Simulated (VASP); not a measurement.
# Ti (P6_3/mmc) in VASP: a series of runs

Ti is run at these levels: r2SCAN; tasks: relaxation of cell and atoms.

All numbers are computed with VASP 6.6.1; they aren't measurements. Logs are shortened: lines on timing, memory, paths and dates and some standing lists are left out, and cuts for length are marked.

## Step 1: The cell of the first run

Symmetry: P6_3/mmc, No. 194, hexagonal system. Conventional cell: a = 3.145 Å, b = 3.145 Å, c = 8.566 Å, α = 90.00°, β = 90.00°, γ = 120.00°. Ti (site symmetry -6m2) has 3 Ti at 1.82 Å within 2.4 Å. Within 2.4 Å of Ti (site symmetry -6m2) lie 3 Ti at 1.82 Å.

## Step 2: Relaxation of cell and atoms, r2SCAN

POSCAR

```
Ti
1.0
    3.1452150183      0.0000000000      0.0000000000
   -1.5726075091      2.7238361062      0.0000000000
    0.0000000000      0.0000000000      8.5662360253
Ti
4
Direct
    0.0000000000      0.0000000000      0.2500000000
    0.0000000000      0.0000000000      0.7500000000
    0.3333333333      0.6666666667      0.7500000000
    0.6666666667      0.3333333333      0.2500000000
```

INCAR.step1

```
SYSTEM = Ti
  PREC = Accurate
  ENCUT = 600
  ISMEAR = 0
  SIGMA = 0.1
  LREAL = .False.
  LASPH = .True.
  NELM = 100
  GGA = PE
  ALGO = Normal
  EDIFF = 1E-4
  LWAVE = .True.
  LCHARG = .False.
```

INCAR.step2

```
SYSTEM = Ti
  PREC = Accurate
  ENCUT = 600
  EDIFF = 1E-7
  ISMEAR = 0
  SIGMA = 0.1
  LREAL = .False.
  LASPH = .True.
  NELM = 100
  ALGO = Normal
  ISIF = 3
  LWAVE = .False.
  LCHARG = .False.
  METAGGA = R2SCAN
  LMIXTAU = .True.
  IBRION = 2
  NSW = 90
  EDIFFG = -0.04
  ISTART = 1
```

KPOINTS

```
Automatic mesh
0
Gamma
  6 6 2
  0 0 0
```

Potentials or basis: VASP PAW PBE potentials, release 64 (Ti_sv).

Command:

```
$ cat potpaw_PBE.64/Ti_sv/POTCAR > POTCAR
$ cp INCAR.step1 INCAR
$ mpirun -np 1 vasp_std > vasp.out
$ cp INCAR.step2 INCAR
$ mpirun -np 1 vasp_std > vasp.out
```

OUTCAR:

```text
SYSTEM = Ti
   PREC = Accurate
   ENCUT = 600
   EDIFF = 1E-7
   ISMEAR = 0
   LREAL = .False.
   LASPH = .True.
   NELM = 100
   ISIF = 3
   METAGGA = R2SCAN
   IBRION = 2
   NSW = 90
   EDIFFG = -0.04
   ISTART = 1

 ion  position               nearest neighbor table
   1  0.000  0.000  0.250-   4 1.82   4 1.82   4 1.82
   2  0.000  0.000  0.750-   3 1.82   3 1.82   3 1.82
   3  0.333  0.667  0.750-   2 1.82   2 1.82   2 1.82
   4  0.667  0.333  0.250-   1 1.82   1 1.82   1 1.82

  LATTYP: Found a hexagonal cell.
 ALAT       =     3.1452150183
 C/A-ratio  =     2.7235772357

  Lattice vectors:

 A1 = (   3.1452150183,   0.0000000000,   0.0000000000)
 A2 = (  -1.5726075091,   2.7238361062,   0.0000000000)
 A3 = (   0.0000000000,   0.0000000000,   8.5662360253)

Analysis of symmetry for initial positions (statically):
=====================================================================
 Subroutine PRICEL returns:
 Original cell was already a primitive cell.

 Routine SETGRP: Setting up the symmetry group for a
 hexagonal supercell.

 Subroutine GETGRP returns: Found 24 space group operations
 (whereof 12 operations were pure point group operations)
 out of a pool of 24 trial point group operations.

The static configuration has the point symmetry D_3d.
 The point group associated with its full space group is D_6h.

Analysis of symmetry for dynamics (positions and initial velocities):
=====================================================================
 Subroutine PRICEL returns:
 Original cell was already a primitive cell.

 Routine SETGRP: Setting up the symmetry group for a
 hexagonal supercell.

 Subroutine GETGRP returns: Found 24 space group operations
 (whereof 12 operations were pure point group operations)
 out of a pool of 24 trial point group operations.

The dynamic configuration has the point symmetry D_3d.
 The point group associated with its full space group is D_6h.

 Subroutine INISYM returns: Found 24 space group operations
 (whereof 12 operations are pure point group operations),
 and found     1 'primitive' translations

----------------------------------------------------------------------------------------

                                     Primitive cell

  volume of cell :      73.3874

  direct lattice vectors                    reciprocal lattice vectors
     3.145215018  0.000000000  0.000000000     0.317943287  0.183564642  0.000000000
    -1.572607509  2.723836106  0.000000000     0.000000000  0.367129284  0.000000000
     0.000000000  0.000000000  8.566236025     0.000000000  0.000000000  0.116737386
[... 73 lines left out ...]
   LSORBIT =      F    spin-orbit coupling
   LASPH  =      T    aspherical Exc in radial PAW
   ENCUT  =  600.0 eV  44.10 Ry    6.64 a.u.   6.28  6.28 17.11*2*pi/ulx,y,z
   NELM   =    100;   NELMIN=  2; NELMDL=  0     # of ELM steps
   EDIFF  = 0.1E-06   stopping-criterion for ELM
   LREAL  =      F    real-space projection
   EDIFFG = -.4E-01   stopping-criterion for IOM
   NSW    =     90    number of steps for IOM
   IBRION =      2    ionic relax: 0-MD 1-quasi-New 2-CG
   NFREE  =      1    steps in history (QN), initial steepest desc. (CG)
   ISIF   =      3    stress and relaxation
   ISYM   =      2    0-nonsym 1-usesym 2-fastsym
   POTIM  = 0.5000    time-step for ionic-motion
   TEBEG  =    0.0;   TEEND  =   0.0 temperature during run
   PSTRESS=    0.0 pullay stress
   NELECT =      48.0000    total number of electrons
   NUPDOWN=      -1.0000    fix difference up-down
   EMIN   =  10.00;   EMAX   =-10.00  energy-range for DOS
   EFERMI =   0.00;   METHOD = LEGACY
   ISMEAR =     0;   SIGMA  =   0.10  broadening in eV -4-tet -1-fermi 0-gaus
   EFERMI_NEDOS =   21; number of points for ismear=-14 and -15
   IALGO  =     38    algorithm
   IMIX   =      4    mixing-type and parameters
     AMIX     =   0.40;   BMIX     =  1.00
     AMIX_MAG =   1.60;   BMIX_MAG =  1.00
  volume/ion in A,a.u.               =      18.35       123.81
  Fermi-wavevector in a.u.,A,eV,Ry     =   1.421068  2.685429 27.476063  2.019434
  Thomas-Fermi vector in A             =   2.541917
   LORBIT       =      0    0 simple, 1 ext, 2 COOP (PROOUT), +10 PAW based schemes
   METAGGA = R2SCAN    functional components
   LHFCALC =     F    Hartree Fock is set to
   AEXX    =    0.0000 exact exchange contribution
   IVDW    =     0    specifies the selected vdW correction
   LEPSILON=     F    determine dielectric tensor
   LRPA    =     F    only Hartree local field effects (RPA)
 conjugate gradient relaxation of ions
 non-spin polarized calculation
 Gauss-broadening in eV      SIGMA  =   0.10
  energy-cutoff  :      600.00
  volume of cell :       73.39
 maximum number of plane-waves:      2464
 NGX is ok and might be reduce to    28
   NGX = 13   NGY = 13   NGZ = 35

--------------------------------------- Ionic step        1  -------------------------------------------

 number of electron      48.0000003 magnetization

 Free energy of the ion-electron system (eV)
  ---------------------------------------------------
  ext. energy  EPLUGINS =         0.00000000
  ---------------------------------------------------
  free energy    TOTEN  =       -30.62823504 eV

  energy without entropy =      -30.60830843  energy(sigma->0) =      -30.61827174

------------------------ aborting loop because EDIFF is reached ----------------------------------------

  FORCE on cell =-STRESS in cart. coord.  units (eV):
  Direction    XX          YY          ZZ          XY          YZ          ZX
  --------------------------------------------------------------------------------------
  -------------------------------------------------------------------------------------
  Total       48.2774644     48.2774644     -5.4462099      0.0000000     -0.0000000     -0.0000000
  in kB     1053.9831909   1053.9831909   -118.9004808      0.0000000     -0.0000000     -0.0000000
  external PRESSURE =     663.0219670 kB  Pullay stress =       0.0000000 kB
[... 980 lines left out ...]
     27      11.2859      0.00000
     28      11.2859      0.00000

[... ionic steps 4 to 12 ...]

--------------------------------------- Ionic step       13  -------------------------------------------

 number of electron      47.9999993 magnetization

------------------------ aborting loop because EDIFF is reached ----------------------------------------
[... 71 lines left out ...]
--------------------------------------- Ionic step       15  -------------------------------------------

 number of electron      47.9999996 magnetization

 Free energy of the ion-electron system (eV)
  ---------------------------------------------------
  ext. energy  EPLUGINS =         0.00000000
  ---------------------------------------------------
  free energy    TOTEN  =       -47.65845310 eV

  energy without entropy =      -47.62816256  energy(sigma->0) =      -47.64330783

 E-fermi :   7.0117     XC(G=0): -11.6807

 val. band max:        6.9481146565   @ k =   0.5000   0.0000   0.0000
 cond. band min:       7.0309190651   @ k =   0.3333   0.0000   0.5000
 fundamental gap:      0.0828044085
 Fermi energy:         7.0117127684
[... 463 lines left out ...]
  FREE ENERGIE OF THE ION-ELECTRON SYSTEM (eV)
  ---------------------------------------------------
  free  energy   TOTEN  =       -47.6584531037 eV

  energy  without entropy=      -47.6281625585  energy(sigma->0) =      -47.64330783

 reached required accuracy - stopping structural energy minimisation
```

OSZICAR.step1:

```text
N       E                     dE             d eps       ncg     rms          rms(c)
DAV:   1     0.734724426979E+03    0.73472E+03   -0.29231E+04   792   0.239E+03
DAV:   2     0.741980332499E+02   -0.66053E+03   -0.64793E+03   800   0.678E+02
DAV:   3    -0.428711372047E+01   -0.78485E+02   -0.75006E+02  1220   0.216E+02
DAV:   4    -0.125340718702E+02   -0.82470E+01   -0.81125E+01  1324   0.641E+01
DAV:   5    -0.133326555259E+02   -0.79858E+00   -0.78363E+00  1180   0.137E+01    0.447E+01
DAV:   6    -0.104181871379E+02    0.29145E+01   -0.99290E+00   968   0.211E+01    0.315E+01
DAV:   7    -0.103023874685E+02    0.11580E+00   -0.20493E+00  1044   0.136E+01    0.209E+00
DAV:   8    -0.102686806510E+02    0.33707E-01   -0.35615E-01  1172   0.496E+00    0.102E+00
DAV:   9    -0.102710995315E+02   -0.24189E-02   -0.37204E-02  1140   0.192E+00    0.153E-01
DAV:  10    -0.102711256557E+02   -0.26124E-04   -0.64887E-03  1012   0.118E+00    0.127E-01
DAV:  11    -0.102709869007E+02    0.13875E-03   -0.14024E-03   904   0.597E-01    0.567E-02
DAV:  12    -0.102709983383E+02   -0.11438E-04   -0.24186E-04   660   0.165E-01
   1 F= -.10270998E+02 E0= -.10253172E+02  d E =-.356530E-01
```

Run time: 53 min. Hardware: 1 thread of Intel Xeon Platinum 8488C (Sapphire Rapids), shared host; peak memory 0.25 GiB.

Results:

- Free energy: -47.6585 eV
- Relaxed volume: 19.30 Å³/atom
- Relaxed cell: a = 4.601 Å, b = 4.601 Å, c = 4.211 Å, α = 90.00°, β = 90.00°, γ = 120.00°
- Space group after relaxing (to 0.1 Å): P6_3/mmc (No. 194)
- Pressure after relaxing: 0.0 GPa
- Band gap on the k mesh: zero (bands 24 and 25 overlap by 0.71 eV)

Stress tensor (GPa, compression positive):
```
-0.15  0.00  0.00
 0.00 -0.15  0.00
 0.00  0.00  0.32
```

Final structure:
```cif
data_structure
_symmetry_space_group_name_H-M 'P 1'
_symmetry_Int_Tables_number 1
_cell_length_a 4.6009
_cell_length_b 4.6009
_cell_length_c 4.2109
_cell_angle_alpha 90.000
_cell_angle_beta 90.000
_cell_angle_gamma 120.000
_cell_volume 77.19
loop_
_atom_site_label
_atom_site_type_symbol
_atom_site_fract_x
_atom_site_fract_y
_atom_site_fract_z
_atom_site_occupancy
Ti1 Ti 0.00000 0.00000 0.25000 1
Ti2 Ti 0.00000 0.00000 0.75000 1
Ti3 Ti 0.33333 0.66667 0.75000 1
Ti4 Ti 0.66667 0.33333 0.25000 1
```

Levels at points of the mesh, in eV from the Fermi level:
| k point | band 20 | band 21 | band 22 | band 23 | band 24 | band 25 | band 26 | band 27 | band 28 |
| --- | --- | --- | --- | --- | --- | --- | --- | --- | --- |
| (0.00, 0.00, 0.00) | -1.70 | -1.23 | -0.64 | -0.64 | -0.24 | -0.24 | 0.39 | 0.39 | 1.10 |
| (0.50, 0.00, 0.00) | -2.32 | -1.97 | -1.63 | -0.57 | -0.06 | 0.29 | 0.30 | 0.38 | 1.23 |
| (0.00, 0.00, 0.50) | -1.23 | -1.23 | -1.23 | 0.47 | 0.47 | 0.47 | 0.47 | 1.46 | 1.46 |
| (0.50, 0.00, 0.50) | -1.63 | -1.02 | -1.02 | -0.49 | -0.49 | -0.09 | -0.09 | 1.21 | 1.21 |

Caveat: the k points lie up to 0.75 Å⁻¹ apart in the final cell, too coarse for converged energies and pressures of a metal; a cell axis changed by over 15 % at a fixed basis, so the end point is rough; the PAW data sets were made with another functional, which shifts forces and pressure a little.

## Step 3: Relaxation of cell and atoms, r2SCAN

This run uses another cell than the first one, of 19.21 Å³/atom.

POSCAR

```
Ti
1.0
    4.6069401807      0.0000000000      0.0000000000
   -2.3034700903      3.9897272302      0.0000000000
    0.0000000000      0.0000000000      4.1806687088
Ti
4
Direct
    0.0000000000      0.0000000000      0.2500000000
    0.0000000000      0.0000000000      0.7500000000
    0.3333333333      0.6666666667      0.7500000000
    0.6666666667      0.3333333333      0.2500000000
```

INCAR.step1

```
ALGO = Normal ; EDIFF = 1E-4
ENCUT = 600 ; GGA = PE
ISMEAR = 0 ; LASPH = T
LCHARG = F ; LREAL = F
LWAVE = T ; NELM = 100
PREC = Accurate ; SIGMA = 0.1
```

INCAR.step2

```
ALGO = Normal ; EDIFF = 1E-6
EDIFFG = -0.04 ; ENCUT = 600
IBRION = 2 ; ISIF = 3
ISMEAR = 0 ; ISTART = 1
LASPH = T ; LCHARG = F
LMIXTAU = T ; LREAL = F
LWAVE = F ; METAGGA = R2SCAN
NELM = 100 ; NSW = 90
PREC = Accurate ; SIGMA = 0.1
```

KPOINTS

```
k-points
0
Gamma
  6 6 4
```

Potentials or basis: VASP PAW PBE potentials, release 64 (Ti_sv).

Command:

```
$ cat potpaw_PBE.64/Ti_sv/POTCAR > POTCAR
$ cp INCAR.step1 INCAR
$ mpirun -np 1 vasp_std > vasp.out
$ cp INCAR.step2 INCAR
$ mpirun -np 1 vasp_std > vasp.out
```

OUTCAR:

```text
EDIFF = 1E-6
   EDIFFG = -0.04
   ENCUT = 600
   IBRION = 2
   ISIF = 3
   ISMEAR = 0
   ISTART = 1
   LASPH = T
   LREAL = F
   METAGGA = R2SCAN
   NELM = 100
   NSW = 90
   PREC = Accurate

 ion  position               nearest neighbor table
   1  0.000  0.000  0.250-   2 2.09   2 2.09   4 2.66   4 2.66   4 2.66
   2  0.000  0.000  0.750-   1 2.09   1 2.09   3 2.66   3 2.66   3 2.66
   3  0.333  0.667  0.750-   2 2.66   2 2.66   2 2.66
   4  0.667  0.333  0.250-   1 2.66   1 2.66   1 2.66

  LATTYP: Found a hexagonal cell.
 ALAT       =     4.6069401807
 C/A-ratio  =     0.9074718891

  Lattice vectors:

 A1 = (   4.6069401807,   0.0000000000,   0.0000000000)
 A2 = (  -2.3034700903,   3.9897272302,   0.0000000000)
 A3 = (   0.0000000000,   0.0000000000,   4.1806687088)

Analysis of symmetry for initial positions (statically):
[... 184 lines left out ...]
  -------------------------------------------------------------------------------------
  Total       -0.0735530     -0.0735530      3.7566915     -0.0000000      0.0000000      0.0000000
  in kB       -1.5335909     -1.5335909     78.3275576     -0.0000000      0.0000000      0.0000000
  external PRESSURE =      25.0867919 kB  Pullay stress =       0.0000000 kB
[... 101 lines left out ...]
--------------------------------------- Ionic step        4  -------------------------------------------

 number of electron      48.0000009 magnetization

 Free energy of the ion-electron system (eV)
  ---------------------------------------------------
  ext. energy  EPLUGINS =         0.00000000
  ---------------------------------------------------
  free energy    TOTEN  =       -47.51994863 eV

  energy without entropy =      -47.49039439  energy(sigma->0) =      -47.50517151

 E-fermi :   6.7658     XC(G=0): -11.5841

 val. band max:        6.7625105839   @ k =   0.1667   0.1667   0.5000
 cond. band min:       6.7794414035   @ k =   0.5000  -0.0000   0.5000
 fundamental gap:      0.0169308196
 Fermi energy:         6.7658320890

 k-point     1 :       0.0000    0.0000    0.0000
  band No.  band energies     occupation
      1     -52.7206      2.00000
      2     -52.6981      2.00000
      3     -51.7500      2.00000
      4     -50.8912      2.00000
      5     -28.5758      2.00000
      6     -27.9543      2.00000
[... 671 lines left out ...]
  FREE ENERGIE OF THE ION-ELECTRON SYSTEM (eV)
  ---------------------------------------------------
  free  energy   TOTEN  =       -47.5199486296 eV

  energy  without entropy=      -47.4903943899  energy(sigma->0) =      -47.50517151

 reached required accuracy - stopping structural energy minimisation
```

OUTCAR.step1:

```text
EDIFF = 1E-4
   ENCUT = 600
   GGA = PE
   ISMEAR = 0
[... 877 lines left out ...]
      0.00000      0.00000      1.04517         0.000000      0.000000      0.000000
      0.00000      0.00000      3.13550        -0.000000      0.000000      0.000000
     -0.00000      2.65982      3.13550         0.000000     -0.000000     -0.000000
      2.30347      1.32991      1.04517        -0.000000     -0.000000      0.000000
 -----------------------------------------------------------------------------------
    total drift:                                0.000000     -0.000000      0.000000

  FREE ENERGIE OF THE ION-ELECTRON SYSTEM (eV)
  ---------------------------------------------------
  free  energy   TOTEN  =       -27.2249636927 eV

  energy  without entropy=      -27.1790475687  energy(sigma->0) =      -27.20200563
```

It took 11 min on 1 thread of Intel Xeon Platinum 8488C (Sapphire Rapids), shared host; peak memory 0.26 GiB.

Results:

```yaml
Free_energy: -47.5199 eV
Relaxed_volume: 19.62 Å³/atom
Relaxed_cell: a = 4.583 Å, b = 4.583 Å, c = 4.316 Å, α = 90.00°, β = 90.00°, γ = 120.00°
Space_group_after_relaxing_to_0.1_Å: P6_3/mmc (No. 194)
Energy_gained_by_relaxing: 15.0 meV/atom
Ionic_steps: 4
Pressure_after_relaxing: 0.0 GPa
Band_gap_on_the_k_mesh: zero (bands 24 and 25 overlap by 0.84 eV)
```

The path:
```csv
step,energy change (eV),largest force (eV/Å),pressure (GPa),volume (Å³)
1,0.0000,0.0000,2.51,76.84
2,-0.0478,0.0000,-1.70,80.18
3,-0.0581,0.0000,-0.57,79.17
4,-0.0599,0.0000,-0.02,78.50
```

Final structure:
```
Ti
1.0
     4.58271    0.00000    0.00000
    -2.29135    3.96874    0.00000
     0.00000    0.00000    4.31609
Ti
4
Direct
  0.00000 0.00000 0.25000
  0.00000 0.00000 0.75000
  0.33333 0.66667 0.75000
  0.66667 0.33333 0.25000
```

Caveat: the k points lie up to 0.36 Å⁻¹ apart in the final cell, too coarse for converged energies and pressures of a metal; the PAW data sets were made with another functional, which shifts forces and pressure a little.
